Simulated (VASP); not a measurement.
# H2RuCl (P-3m1) in VASP: a series of runs, part 2 of 2

VASP 6.6.1.

### Step 4. Relaxation of cell and atoms, PBE, collinear spin, ferromagnetic start

This run uses another cell than the first one, of 13.31 Å³/atom.

Input file INCAR:

```
SYSTEM = H2RuCl
ALGO     = Normal         ! electronic algorithm
EDIFF    = 1E-6           ! SCF threshold, eV
EDIFFG   = -0.04          ! ionic threshold
ENCUT    = 600            ! plane-wave cutoff, eV
GGA      = PE             ! functional
IBRION   = 2              ! ionic algorithm
ISIF     = 3              ! what is computed and relaxed
ISMEAR   = 0              ! smearing method
ISPIN    = 2              ! spin polarisation
LASPH    = .TRUE.         ! aspherical terms in the spheres
LCHARG   = .FALSE.        ! write CHGCAR
LMAXMIX  = 4              ! l up to which the mixer works
LORBIT   = 11             ! projections on sites
LREAL    = .FALSE.        ! projectors in reciprocal space
LWAVE    = .FALSE.        ! write WAVECAR
MAGMOM   = 0 0 1 0        ! initial moments
NELM     = 150            ! most SCF steps
NSW      = 90             ! ionic steps
PREC     = Accurate       ! precision mode
SIGMA    = 0.1            ! smearing width, eV
```

Input file KPOINTS:

```
k-points
0
G
  6 6 4
  0 0 0
```

Input file POSCAR:

```
H2RuCl
1.0
    3.3534093800      0.0000000000      0.0000000000
   -1.6767046900      2.9041377100      0.0000000000
    0.0000000000      0.0000000000      5.4685576100
H Ru Cl
2 1 1
Direct
    0.6666666700      0.3333333300      0.2642000000
    0.3333333300      0.6666666700      0.7358000000
    0.0000000000      0.0000000000      0.5000000000
    0.0000000000      0.0000000000      0.0000000000
```

Potentials or basis: VASP PAW PBE potentials, release 64 (H, Ru_pv, Cl).

Run with:

```console
cat potpaw_PBE.64/H/POTCAR potpaw_PBE.64/Ru_pv/POTCAR potpaw_PBE.64/Cl/POTCAR > POTCAR
mpirun -np 1 vasp_std > vasp.out
```

OUTCAR:

```text
SYSTEM = H2RuCl
   EDIFF = 1E-6
   EDIFFG = -0.04
   ENCUT = 600
   GGA = PE
   IBRION = 2
   ISIF = 3
   ISMEAR = 0
   ISPIN = 2
   LASPH = .TRUE.
   LORBIT = 11
   LREAL = .FALSE.
   NELM = 150
   NSW = 90
   PREC = Accurate

 ion  position               nearest neighbor table
   1  0.667  0.333  0.264-
   2  0.333  0.667  0.736-
   3  0.000  0.000  0.500-   4 2.73   4 2.73
   4  0.000  0.000  0.000-   3 2.73   3 2.73

  LATTYP: Found a hexagonal cell.
 ALAT       =     3.3534093800
 C/A-ratio  =     1.6307456055

  Lattice vectors:

 A1 = (   3.3534093800,   0.0000000000,   0.0000000000)
 A2 = (  -1.6767046900,   2.9041377100,   0.0000000000)
 A3 = (   0.0000000000,   0.0000000000,   5.4685576100)

[... 1321 lines left out ...]
  ext. energy  EPLUGINS =         0.00000000
  ---------------------------------------------------
  free energy    TOTEN  =       -17.30281759 eV

  energy without entropy =      -17.29346746  energy(sigma->0) =      -17.29814253

 E-fermi :   6.2898     XC(G=0): -11.3478

 val. band max:        6.2576369432   @ k =   0.3333   0.0000   0.2500
 cond. band min:       6.3089636878   @ k =   0.5000   0.0000   0.5000
 fundamental gap:      0.0513267447
 Fermi energy:         6.2898019538

 spin component 1

 k-point     1 :       0.0000    0.0000    0.0000
  band No.  band energies     occupation
      1     -36.3428      1.00000
      2     -36.3428      1.00000
      3     -36.2961      1.00000
      4     -10.0299      1.00000
      5      -2.6987      1.00000
      6       0.6511      1.00000
[... 935 lines left out ...]
  FREE ENERGIE OF THE ION-ELECTRON SYSTEM (eV)
  ---------------------------------------------------
  free  energy   TOTEN  =       -17.3028175949 eV

  energy  without entropy=      -17.2934674612  energy(sigma->0) =      -17.29814253

 reached required accuracy - stopping structural energy minimisation

 total charge

# of ion       s       p       d       tot
------------------------------------------
    1        0.517   0.027   0.000   0.545
    2        0.517   0.027   0.000   0.545
    3        0.282   6.231   6.052  12.564
    4        1.616   3.437   0.000   5.053
--------------------------------------------------
tot          2.931   9.723   6.052  18.706

 magnetization (x)

# of ion       s       p       d       tot
------------------------------------------
    1       -0.000   0.000   0.000  -0.000
    2       -0.000   0.000   0.000  -0.000
    3        0.000   0.000  -0.000  -0.000
    4        0.000  -0.000   0.000  -0.000
--------------------------------------------------
tot          0.000  -0.000  -0.000  -0.000
```

OSZICAR:

```text
N       E                     dE             d eps       ncg     rms          rms(c)
DAV:   1     0.169048489707E+03    0.16905E+03   -0.13834E+04  1552   0.149E+03
DAV:   2    -0.967421980906E+01   -0.17872E+03   -0.17596E+03  1888   0.346E+02
[... 169 lines left out ...]
DAV:   1    -0.173091002586E+02   -0.70452E-02   -0.23597E-01  1536   0.415E+00    0.438E-01
DAV:   2    -0.173042912079E+02    0.48091E-02   -0.82758E-03  1760   0.787E-01    0.218E-01
DAV:   3    -0.173028255337E+02    0.14657E-02   -0.43057E-03  1968   0.478E-01    0.920E-02
DAV:   4    -0.173028234447E+02    0.20890E-05   -0.32264E-04  1680   0.153E-01    0.405E-02
DAV:   5    -0.173028187469E+02    0.46977E-05   -0.62141E-05  2144   0.508E-02    0.234E-02
DAV:   6    -0.173028175135E+02    0.12335E-05   -0.16636E-05  2064   0.302E-02    0.108E-02
DAV:   7    -0.173028175949E+02   -0.81463E-07   -0.14353E-06   920   0.115E-02
  15 F= -.17302818E+02 E0= -.17298143E+02  d E =-.762439E-03  mag=    -0.0000
```

Run time: 15 min. Hardware: 1 thread of Oxide Virtual Turin-like, shared host; peak memory 0.22 GiB.

What came out:

```
Free energy                                           : -17.3028 eV
Relaxed volume                                        : 9.99 Å³/atom
Relaxed cell                                          : a = 3.083 Å, b = 3.083 Å, c = 4.854 Å, α = 90.00°, β = 90.00°, γ = 120.00°
Space group after relaxing (to 0.1 Å)                 : P-3m1 (No. 164)
Energy gained by relaxing                             : 746.6 meV/atom
Ionic steps                                           : 15
Pressure after relaxing                               : -0.2 GPa
Largest force after relaxing                          : 0.033 eV/Å
Net moment                                            : 0.00 μB per cell
Valence electrons inside the program's atomic spheres : H 0.55; Ru 12.56; Cl 5.05
```

Forces on the atoms (eV/Å):
```
H    0.000  0.000  0.033
H    0.000  0.000 -0.033
Ru   0.000  0.000  0.000
Cl   0.000  0.000  0.000
```

The path:
| step | energy change (eV) | largest force (eV/Å) | pressure (GPa) | volume (Å³) |
| --- | --- | --- | --- | --- |
| 1 | 0.0000 | 1.8349 | -20.95 | 53.26 |
| 2 | -1.7115 | 2.0739 | -10.21 | 40.93 |
| 3 | -1.9399 | 2.0154 | 4.79 | 36.43 |
| 4 | -2.4104 | 1.3440 | 9.22 | 35.41 |
| 5 | -2.5184 | 0.7561 | 14.83 | 34.70 |
| 6 | -2.8483 | 0.4932 | -2.12 | 39.22 |
| 7 | -2.8560 | 0.4553 | -4.34 | 40.11 |
| 8 | -2.9562 | 0.2758 | -1.71 | 39.69 |
| 9 | -2.9710 | 0.2051 | 0.18 | 39.44 |
| 10 | -2.9710 | 0.2017 | 0.30 | 39.43 |
| 11 | -2.9819 | 0.0893 | 0.61 | 39.48 |
| 12 | -2.9842 | 0.0150 | 0.84 | 39.52 |
| 13 | -2.9856 | 0.0280 | -0.52 | 40.02 |
| 14 | -2.9856 | 0.0260 | -0.33 | 39.94 |
| 15 | -2.9864 | 0.0328 | -0.20 | 39.96 |

Final structure:
```
H Ru Cl
1.0
     3.08336    0.00000    0.00000
    -1.54168    2.67027    0.00000
     0.00000    0.00000    4.85386
H Ru Cl
2 1 1
Direct
  0.66667 0.33333 0.39818
  0.33333 0.66667 0.60182
  0.00000 0.00000 0.50000
  0.00000 0.00000 0.00000
```

Caveat: the k points lie up to 0.39 Å⁻¹ apart in the final cell; the volume moved by over 15 % at a fixed basis, so the end points are rough.

### Step 5. Overview

```csv
task,cell,cutoff (eV),gap on the mesh (eV),pressure (GPa),moment (μB),largest force (eV/Å)
single point,"a = 3.095, b = 3.095, c = 4.840 Å, angles 90.0, 90.0, 120.0°, 4 atoms, atomic positions A",520,none,-0.2,0.00,-
single point,"a = 3.353, b = 3.353, c = 5.469 Å, angles 90.0, 90.0, 120.0°, 4 atoms, atomic positions B",520,none,-21.0,0.99,1.84
relaxation of cell and atoms,"relaxed from a = 3.353, b = 3.353, c = 5.469 Å, angles 90.0, 90.0, 120.0°, 4 atoms, atomic positions B",600,none,-0.2,0.00,0.03
```

Alike in all rows: level PBE; potentials or basis VASP PAW PBE potentials, release 64 (H, Ru_pv, Cl); spin collinear, ferromagnetic start; k mesh 6 × 6 × 4; smearing gaussian 0.1 eV.

Caveats: all runs use coarse meshes; an empty level that is flat over the whole mesh can mark a ghost state of the potentials, or a narrow d or f band (at least some runs); forces of over 1 eV/Å act on the atoms, so gaps and moduli don't describe the material at rest (at least some runs); the volume moved by over 15 % at a fixed basis, so the end points are rough (at least some runs).

Absolute energies hang on the potentials; compare differences alone.

The gap in the log of VASP goes by the Fermi energy; the results here count the filled bands.